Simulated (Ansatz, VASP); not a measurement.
One calculation of ScFeC4N4, two programs

```
Sc Fe C N
1.0
     5.96957    0.00000    0.00000
     0.00000    5.96957    0.00000
     0.00000    0.00000    5.96957
Sc Fe C N
1 1 4 4
Cartesian
  2.9848 2.9848 2.9848
  0.0000 0.0000 0.0000
  1.1006 1.1006 1.1006
  1.1006 4.8690 4.8690
  4.8690 1.1006 4.8690
  4.8690 4.8690 1.1006
  1.7845 1.7845 1.7845
  1.7845 4.1851 4.1851
  4.1851 1.7845 4.1851
  4.1851 4.1851 1.7845
```

Alike in both runs: functional PBE; k mesh 4 × 4 × 4; occupations gaussian, width 0.1 eV; collinear spin.

Ansatz relaxed the structure, and its values are those at the end. VASP's run is a single point on that final structure, the one shown.

```csv
,VASP,Ansatz
version,VASP 6.6.1,Ansatz 0.2.0
potentials or method,"VASP PAW PBE potentials, release 64 (Sc_sv, Fe_sv, C, N), cutoff 700 eV","scalar-relativistic, plane waves, PAW"
valence electrons in the cell,63,63
```

```tsv
	VASP	Ansatz	Ansatz less VASP
gap on the k mesh at the Fermi level (eV)	0.71	0.71	+0.001
least direct gap on the mesh (eV)	0.71	0.71	+0.001
pressure (GPa)	0.0	-0.2	-0.19
rms of the force components (eV/Å)	0.161	0.020	-0.1416
net moment per atom (μB)	0.30	0.30	0.000
size of the moment on the site where the two differ most (μB)	2.03	1.90	-0.129
```

Site moments also hang on the region over which each program counts them. One of these differences is far larger than is usual between the two programs; its cause wasn't traced. The functional is the same, so the differences come from potentials, cutoffs and numerics.

Noted on VASP's run: the standard files for N, O and F lose accuracy on very short bonds.
